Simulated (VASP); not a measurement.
# SiO2 (P4_2/mnm) in VASP: a series of runs

The runs below take SiO2 through single point, with PBEsol.

Everything below comes from runs of VASP 6.6.1. Logs are shortened: lines on timing, memory, paths and dates and some standing lists are left out, and cuts for length are marked.

## (1) The cell of the first run

It takes space group P4_2/mnm (No. 136, tetragonal). The conventional cell has a = 4.180 Å, b = 4.180 Å, c = 2.588 Å, α = 90.00°, β = 90.00°, γ = 90.00°. Si (site symmetry mmm) has 6 O at 1.73 to 1.81 Å within 2.3 Å. O (site symmetry m2m) has 3 Si at 1.73 to 1.81 Å and 1 O at 2.29 Å within 2.3 Å.

## (2) Single point, PBEsol (zz strain of -3 %)

Contents of INCAR:

```
SYSTEM = SiO2
ALGO     = Normal         ! electronic algorithm
EDIFF    = 1E-7           ! SCF threshold, eV
ENCUT    = 520            ! plane-wave cutoff, eV
GGA      = PS             ! functional
ISIF     = 2              ! what is computed and relaxed
ISMEAR   = -1             ! smearing method
LASPH    = .True.         ! aspherical terms in the spheres
LCHARG   = .False.        ! write CHGCAR
LREAL    = .False.        ! projectors in reciprocal space
LWAVE    = .False.        ! write WAVECAR
NBANDS   = 25             ! bands
NELM     = 80             ! most SCF steps
PREC     = Accurate       ! precision mode
SIGMA    = 0.03           ! smearing width, eV
```

Contents of KPOINTS:

```
k-points
0
Gamma
  6 6 9
  0 0 0
```

Contents of POSCAR:

```
SiO2
1.0
    4.1801000000      0.0000000000      0.0000000000
    0.0000000000      4.1801000000      0.0000000000
    0.0000000000      0.0000000000      2.5877660000
Si O
2 4
Direct
    0.0000000000      0.0000000000      0.0000000000
    0.5000000000      0.5000000000      0.5000000000
    0.3067000000      0.3067000000      0.0000000000
    0.1933000000      0.8067000000      0.5000000000
    0.6933000000      0.6933000000      0.0000000000
    0.8067000000      0.1933000000      0.5000000000
```

Potentials or basis: VASP PAW PBE potentials, release 64 (Si, O).

On the command line:

```sh
> cat potpaw_PBE.64/Si/POTCAR potpaw_PBE.64/O/POTCAR > POTCAR
> mpirun -np 1 vasp_std > vasp.out
```

OUTCAR:

```text
SYSTEM = SiO2
   EDIFF = 1E-7
   ENCUT = 520
   GGA = PS
   ISIF = 2
   ISMEAR = -1
   LASPH = .True.
   LREAL = .False.
   NELM = 80
   PREC = Accurate

 ion  position               nearest neighbor table
   1  0.000  0.000  0.000-   4 1.73   6 1.73   4 1.73   6 1.73   5 1.81   3 1.81
   2  0.500  0.500  0.500-   3 1.73   5 1.73   3 1.73   5 1.73   4 1.81   6 1.81
   3  0.307  0.307  0.000-   2 1.73   2 1.73   1 1.81
   4  0.193  0.807  0.500-   1 1.73   1 1.73   2 1.81
   5  0.693  0.693  0.000-   2 1.73   2 1.73   1 1.81
   6  0.807  0.193  0.500-   1 1.73   1 1.73   2 1.81

  LATTYP: Found a simple tetragonal cell.
 ALAT       =     4.1801000000
 C/A-ratio  =     0.6190679649

  Lattice vectors:

 A1 = (   4.1801000000,   0.0000000000,   0.0000000000)
 A2 = (   0.0000000000,   4.1801000000,   0.0000000000)
 A3 = (   0.0000000000,   0.0000000000,   2.5877660000)

Analysis of symmetry for initial positions (statically):
=====================================================================
 Subroutine PRICEL returns:
 Original cell was already a primitive cell.

 Routine SETGRP: Setting up the symmetry group for a
 simple tetragonal supercell.

 Subroutine GETGRP returns: Found 16 space group operations
 (whereof  8 operations were pure point group operations)
 out of a pool of 16 trial point group operations.

The static configuration has the point symmetry D_2h.
 The point group associated with its full space group is D_4h.

Analysis of symmetry for dynamics (positions and initial velocities):
=====================================================================
 Subroutine PRICEL returns:
 Original cell was already a primitive cell.

 Routine SETGRP: Setting up the symmetry group for a
 simple tetragonal supercell.

 Subroutine GETGRP returns: Found 16 space group operations
 (whereof  8 operations were pure point group operations)
 out of a pool of 16 trial point group operations.

The dynamic configuration has the point symmetry D_2h.
 The point group associated with its full space group is D_4h.

 Subroutine INISYM returns: Found 16 space group operations
 (whereof  8 operations are pure point group operations),
 and found     1 'primitive' translations

----------------------------------------------------------------------------------------

                                     Primitive cell

  volume of cell :      45.2166

  direct lattice vectors                    reciprocal lattice vectors
     4.180100000  0.000000000  0.000000000     0.239228727  0.000000000  0.000000000
     0.000000000  4.180100000  0.000000000     0.000000000  0.239228727  0.000000000
     0.000000000  0.000000000  2.587766000     0.000000000  0.000000000  0.386433704

  length of vectors
     4.180100000  4.180100000  2.587766000     0.239228727  0.239228727  0.386433704

  position of ions in fractional coordinates (direct lattice)
     0.000000000  0.000000000  0.000000000
     0.500000000  0.500000000  0.500000000
     0.306700000  0.306700000  0.000000000
     0.193300000  0.806700000  0.500000000
     0.693300000  0.693300000  0.000000000
     0.806700000  0.193300000  0.500000000

  ion indices of the primitive-cell ions
   primitive index   ion index
                 1           1
                 2           2
                 3           3
                 4           4
                 5           5
                 6           6

----------------------------------------------------------------------------------------

 KPOINTS: k-points

Automatic generation of k-mesh.
 Grid dimensions read from file:
 generate k-points for:    6    6    9

 Generating k-lattice:

  Cartesian coordinates                     Fractional coordinates (reciprocal lattice)
     0.039871454  0.000000000  0.000000000     0.166666667  0.000000000  0.000000000
     0.000000000  0.039871454  0.000000000     0.000000000  0.166666667  0.000000000
     0.000000000  0.000000000  0.042937078     0.000000000  0.000000000  0.111111111

  Length of vectors
     0.039871454  0.039871454  0.042937078

  Shift w.r.t. Gamma in fractional coordinates (k-lattice)
     0.000000000  0.000000000  0.000000000

 Subroutine IBZKPT returns following result:
 ===========================================

 Found     50 irreducible k-points:

 Following reciprocal coordinates:
            Coordinates               Weight
  0.000000  0.000000  0.000000      1.000000
  0.166667  0.000000  0.000000      4.000000
  0.333333  0.000000  0.000000      4.000000
  0.500000  0.000000  0.000000      2.000000
  0.166667  0.166667  0.000000      4.000000
  0.333333  0.166667  0.000000      8.000000
[... 16 lines left out ...]
  0.333333  0.000000  0.222222      8.000000
  0.500000  0.000000  0.222222      4.000000
 [... further k-points ...]
   k-points           NKPTS =     50   k-points in BZ     NKDIM =     50   number of bands    NBANDS=     25
   number of dos      NEDOS =    301   number of ions     NIONS =      6
   total plane-waves  NPLWV =  20480
   dimension x,y,z NGX =    32 NGY =   32 NGZ =   20
   dimension x,y,z NGXF=    64 NGYF=   64 NGZF=   40
   ions per type =               2   4
   NGX,Y,Z   is equivalent  to a cutoff of  12.73, 12.73, 12.85 a.u.
   NGXF,Y,Z  is equivalent  to a cutoff of  25.45, 25.45, 25.70 a.u.
 SYSTEM =  SiO2
   PREC   = accura    normal or accurate (medium, high low for compatibility)
   ISTART =      0    job   : 0-new  1-cont  2-samecut
   ICHARG =      2    charge: 1-file 2-atom 10-const
   ISPIN  =      1    spin polarized calculation?
   LNONCOLLINEAR =      F non collinear calculations
   LSORBIT =      F    spin-orbit coupling
   LASPH  =      T    aspherical Exc in radial PAW
   ENCUT  =  520.0 eV  38.22 Ry    6.18 a.u.   7.77  7.77  4.81*2*pi/ulx,y,z
   NELM   =     80;   NELMIN=  2; NELMDL= -5     # of ELM steps
   EDIFF  = 0.1E-06   stopping-criterion for ELM
   LREAL  =      F    real-space projection
   EDIFFG = 0.1E-05   stopping-criterion for IOM
   NSW    =      0    number of steps for IOM
   IBRION =     -1    ionic relax: 0-MD 1-quasi-New 2-CG
   NFREE  =      0    steps in history (QN), initial steepest desc. (CG)
   ISIF   =      2    stress and relaxation
   ISYM   =      2    0-nonsym 1-usesym 2-fastsym
   POTIM  = 0.5000    time-step for ionic-motion
   TEBEG  =    0.0;   TEEND  =   0.0 temperature during run
   PSTRESS=    0.0 pullay stress
   NELECT =      32.0000    total number of electrons
   NUPDOWN=      -1.0000    fix difference up-down
   EMIN   =  10.00;   EMAX   =-10.00  energy-range for DOS
   EFERMI =   0.00;   METHOD = LEGACY
   ISMEAR =    -1;   SIGMA  =   0.03  broadening in eV -4-tet -1-fermi 0-gaus
   EFERMI_NEDOS =   21; number of points for ismear=-14 and -15
   IALGO  =     38    algorithm
   IMIX   =      4    mixing-type and parameters
     AMIX     =   0.40;   BMIX     =  1.00
     AMIX_MAG =   1.60;   BMIX_MAG =  1.00
  volume/ion in A,a.u.               =       7.54        50.86
  Fermi-wavevector in a.u.,A,eV,Ry     =   1.458899  2.756920 28.958473  2.128388
  Thomas-Fermi vector in A             =   2.575530
   LORBIT       =      0    0 simple, 1 ext, 2 COOP (PROOUT), +10 PAW based schemes
   GGA     = PS    functional components
   LHFCALC =     F    Hartree Fock is set to
   AEXX    =    0.0000 exact exchange contribution
   IVDW    =     0    specifies the selected vdW correction
   LEPSILON=     F    determine dielectric tensor
   LRPA    =     F    only Hartree local field effects (RPA)
 non-spin polarized calculation
  energy-cutoff  :      520.00
  volume of cell :       45.22
 maximum number of plane-waves:      1233
 NGX is ok and might be reduce to    32
   NGX = 15   NGY = 15   NGZ =  9

 number of electron      32.0000010 magnetization

 Free energy of the ion-electron system (eV)
  ---------------------------------------------------
  ext. energy  EPLUGINS =         0.00000000
  ---------------------------------------------------
  free energy    TOTEN  =       -48.81420054 eV

  energy without entropy =      -48.81420054  energy(sigma->0) =      -48.81420054

 E-fermi :   9.1230     XC(G=0): -12.6680

 val. band max:        8.5110426020   @ k =   0.0000   0.0000   0.0000
 cond. band min:      14.7568098299   @ k =   0.0000   0.0000   0.0000
 fundamental gap:      6.2457672278
 Fermi energy:         9.1230395167

 k-point     1 :       0.0000    0.0000    0.0000
  band No.  band energies     occupation
      1     -14.3889      2.00000
      2     -10.6000      2.00000
      3     -10.6000      2.00000
      4     -10.4634      2.00000
      5      -2.5350      2.00000
      6       1.7212      2.00000
[... 17 lines left out ...]
     24      22.8164      0.00000
     25      24.3770      0.00000

 k-point     2 :       0.1667    0.0000    0.0000
  band No.  band energies     occupation
      1     -14.2415      2.00000
      2     -11.3439      2.00000
      3     -10.5239      2.00000
      4     -10.0270      2.00000
      5      -2.3750      2.00000
      6       0.9728      2.00000
[... 17 lines left out ...]
     24      22.2093      0.00000
     25      24.1983      0.00000

 k-point     3 :       0.3333    0.0000    0.0000
  band No.  band energies     occupation
      1     -13.8097      2.00000
      2     -12.2666      2.00000
      3     -10.3198      2.00000
      4      -9.9098      2.00000
      5      -1.9076      2.00000
      6      -0.1546      2.00000
[... 17 lines left out ...]
     24      22.4658      0.00000
     25      23.7084      0.00000

 k-point     4 :       0.5000    0.0000    0.0000
  band No.  band energies     occupation
      1     -13.1284      2.00000
      2     -13.1284      2.00000
      3     -10.0672      2.00000
      4     -10.0672      2.00000
      5      -1.1535      2.00000
      6      -1.1535      2.00000
[... 17 lines left out ...]
     24      22.8037      0.00000
     25      23.4550      0.00000

 k-point     5 :       0.1667    0.1667    0.0000
  band No.  band energies     occupation
      1     -14.0977      2.00000
      2     -11.5479      2.00000
      3     -10.6998      2.00000
      4      -9.9085      2.00000
      5      -2.1773      2.00000
      6       0.9456      2.00000
[... 17 lines left out ...]
     24      21.9523      0.00000
     25      24.1373      0.00000

 k-point     6 :       0.3333    0.1667    0.0000
  band No.  band energies     occupation
      1     -13.6791      2.00000
      2     -12.2385      2.00000
      3     -10.5859      2.00000
      4      -9.9842      2.00000
      5      -1.6310      2.00000
      6       0.1302      2.00000
[... 17 lines left out ...]
     24      22.2189      0.00000
     25      23.6650      0.00000
[... 393 lines left out ...]
 k-point    21 :       0.0000    0.0000    0.2222
  band No.  band energies     occupation
      1     -13.6896      2.00000
      2     -10.3662      2.00000
      3     -10.2331      2.00000
      4     -10.2331      2.00000
      5      -2.2840      2.00000
      6       1.7374      2.00000
[... 17 lines left out ...]
     24      22.7340      0.00000
     25      23.0603      0.00000

 k-point    22 :       0.1667    0.0000    0.2222
  band No.  band energies     occupation
      1     -13.5517      2.00000
      2     -10.9618      2.00000
      3     -10.1780      2.00000
      4      -9.9016      2.00000
      5      -2.0344      2.00000
      6       1.1989      2.00000
[... 17 lines left out ...]
     24      22.4973      0.00000
     25      22.7197      0.00000

 k-point    23 :       0.3333    0.0000    0.2222
  band No.  band energies     occupation
      1     -13.1506      2.00000
      2     -11.7549      2.00000
      3     -10.0356      2.00000
      4      -9.7890      2.00000
      5      -1.3987      2.00000
      6       0.3045      2.00000
[... 17 lines left out ...]
     24      21.5207      0.00000
     25      22.6336      0.00000

 k-point    24 :       0.5000    0.0000    0.2222
  band No.  band energies     occupation
      1     -12.5261      2.00000
      2     -12.5261      2.00000
      3      -9.8718      2.00000
      4      -9.8718      2.00000
      5      -0.5865      2.00000
      6      -0.5865      2.00000
[... 17 lines left out ...]
     24      21.5294      0.00000
     25      22.5739      0.00000

 [... further k-points ...]

------------------------ aborting loop because EDIFF is reached ----------------------------------------

  FORCE on cell =-STRESS in cart. coord.  units (eV):
  Direction    XX          YY          ZZ          XY          YZ          ZX
  --------------------------------------------------------------------------------------
  -------------------------------------------------------------------------------------
  Total        3.0353759      3.0353759      8.7427369     -0.0000000      0.0000000      0.0000000
  in kB      107.5535406    107.5535406    309.7844712     -0.0000000      0.0000000      0.0000000
  external PRESSURE =     174.9638508 kB  Pullay stress =       0.0000000 kB

 VOLUME and BASIS-vectors are now :
 -----------------------------------------------------------------------------
  energy-cutoff  :      520.00
  volume of cell :       45.22
      direct lattice vectors                 reciprocal lattice vectors
     4.180100000  0.000000000  0.000000000     0.239228727  0.000000000  0.000000000
     0.000000000  4.180100000  0.000000000     0.000000000  0.239228727  0.000000000
     0.000000000  0.000000000  2.587766000     0.000000000  0.000000000  0.386433704

 POSITION                                       TOTAL-FORCE (eV/Angst)
 -----------------------------------------------------------------------------------
      0.00000      0.00000      0.00000         0.000000     -0.000000     -0.000000
      2.09005      2.09005      1.29388         0.000000     -0.000000     -0.000000
      1.28204      1.28204      0.00000        -0.242482     -0.242482      0.000000
      0.80801      3.37209      1.29388         0.242482     -0.242482     -0.000000
      2.89806      2.89806      0.00000         0.242482      0.242482     -0.000000
      3.37209      0.80801      1.29388        -0.242482      0.242482     -0.000000
 -----------------------------------------------------------------------------------
    total drift:                                0.000000      0.000000      0.000000

  FREE ENERGIE OF THE ION-ELECTRON SYSTEM (eV)
  ---------------------------------------------------
  free  energy   TOTEN  =       -48.8142005433 eV

  energy  without entropy=      -48.8142005433  energy(sigma->0) =      -48.81420054
```

Run time: 26 s. Hardware: 1 thread of Intel Xeon Platinum 8488C (Sapphire Rapids), shared host; peak memory 0.17 GiB.

What came out:

```
Free energy            : -48.8142 eV
Pressure               : 17.5 GPa
Largest force          : 0.343 eV/Å
Band gap on the k mesh : 6.25 eV, direct
```

Forces on the atoms (eV/Å):
```
Si   0.000  0.000  0.000
Si   0.000  0.000  0.000
O   -0.242 -0.242  0.000
O    0.242 -0.242  0.000
O    0.242  0.242  0.000
O   -0.242  0.242  0.000
```

Caveat: the cell differs from its parent crystal (zz strain of -3 %); the PAW data sets were made with another functional, which shifts forces and pressure a little.

## (3) Single point, PBEsol (zz strain of -1 %)

Contents of INCAR:

```
SYSTEM = SiO2
PREC = Accurate
ENCUT = 520
EDIFF = 1E-7
ISMEAR = -1
SIGMA = 0.03
LREAL = .FALSE.
LASPH = .TRUE.
NELM = 100
ALGO = Normal
ISIF = 2
LWAVE = .FALSE.
LCHARG = .FALSE.
GGA = PS
NBANDS = 25
```

Contents of KPOINTS:

```
Automatic mesh
0
G
  6 6 9
  0 0 0
```

Edit POSCAR of step 2 so:

```diff
@@ -4,3 +4,3 @@
     0.0000000000      4.1801000000      0.0000000000
-    0.0000000000      0.0000000000      2.5877660000
+    0.0000000000      0.0000000000      2.6411220000
 Si O
```

Potentials or basis: VASP PAW PBE potentials, release 64 (Si, O).

On the command line:

```sh
> cat potpaw_PBE.64/Si/POTCAR potpaw_PBE.64/O/POTCAR > POTCAR
> mpirun -np 1 vasp_std > vasp.out
```

OUTCAR:

```text
SYSTEM = SiO2
   PREC = Accurate
   ENCUT = 520
   EDIFF = 1E-7
   ISMEAR = -1
   LREAL = .FALSE.
   LASPH = .TRUE.
   NELM = 100
   ISIF = 2
   GGA = PS

 ion  position               nearest neighbor table
   1  0.000  0.000  0.000-   4 1.75   6 1.75   4 1.75   6 1.75   5 1.81   3 1.81
   2  0.500  0.500  0.500-   3 1.75   5 1.75   3 1.75   5 1.75   4 1.81   6 1.81
   3  0.307  0.307  0.000-   2 1.75   2 1.75   1 1.81
   4  0.193  0.807  0.500-   1 1.75   1 1.75   2 1.81
   5  0.693  0.693  0.000-   2 1.75   2 1.75   1 1.81
   6  0.807  0.193  0.500-   1 1.75   1 1.75   2 1.81
[... 881 lines left out ...]
  -------------------------------------------------------------------------------------
  Total        1.7955566      1.7955566      3.9021082     -0.0000000      0.0000000      0.0000000
  in kB       62.3372851     62.3372851    135.4715436     -0.0000000      0.0000000      0.0000000
  external PRESSURE =      86.7153713 kB  Pullay stress =       0.0000000 kB

 VOLUME and BASIS-vectors are now :
 -----------------------------------------------------------------------------
  energy-cutoff  :      520.00
  volume of cell :       46.15
      direct lattice vectors                 reciprocal lattice vectors
     4.180100000  0.000000000  0.000000000     0.239228727  0.000000000  0.000000000
     0.000000000  4.180100000  0.000000000     0.000000000  0.239228727  0.000000000
     0.000000000  0.000000000  2.641122000     0.000000000  0.000000000  0.378626962

 POSITION                                       TOTAL-FORCE (eV/Angst)
 -----------------------------------------------------------------------------------
      0.00000      0.00000      0.00000        -0.000000      0.000000     -0.000000
      2.09005      2.09005      1.32056        -0.000000      0.000000     -0.000000
      1.28204      1.28204      0.00000        -0.184341     -0.184341      0.000000
      0.80801      3.37209      1.32056         0.184341     -0.184341     -0.000000
      2.89806      2.89806      0.00000         0.184341      0.184341     -0.000000
      3.37209      0.80801      1.32056        -0.184341      0.184341     -0.000000
 -----------------------------------------------------------------------------------
    total drift:                                0.000000      0.000000      0.000000

  FREE ENERGIE OF THE ION-ELECTRON SYSTEM (eV)
  ---------------------------------------------------
  free  energy   TOTEN  =       -48.9447197867 eV

  energy  without entropy=      -48.9447197867  energy(sigma->0) =      -48.94471979
```

It took 23 s on 1 thread of Intel Xeon Platinum 8488C (Sapphire Rapids), shared host; peak memory 0.17 GiB.

Results:

```yaml
Free_energy: -48.9447 eV
Pressure: 8.7 GPa
Largest_force: 0.261 eV/Å
Band_gap_on_the_k_mesh: 5.80 eV, direct
```

Forces on the atoms (eV/Å):
```
Si   0.000  0.000  0.000
Si   0.000  0.000  0.000
O   -0.184 -0.184  0.000
O    0.184 -0.184  0.000
O    0.184  0.184  0.000
O   -0.184  0.184  0.000
```

Stress tensor (GPa, compression positive):
```
 6.23  0.00  0.00
 0.00  6.23  0.00
 0.00  0.00 13.55
```

Levels at points of the mesh, in eV from the valence-band top:
```
           k point  band 13  band 14  band 15  band 16  band 17  band 18  band 19  band 20
(0.00, 0.00, 0.00)    -2.52    -0.89    -0.89     0.00     5.80     6.71     8.59     8.59
(0.50, 0.00, 0.00)    -2.70    -2.70    -1.11    -1.11     7.88     7.88     9.13     9.13
(0.50, 0.50, 0.00)    -2.66    -2.66    -2.37    -2.37     7.53     7.53    10.12    10.12
```

Caveat: the cell differs from its parent crystal (zz strain of -1 %); the PAW data sets were made with another functional, which shifts forces and pressure a little. A k mesh can miss the band edges.
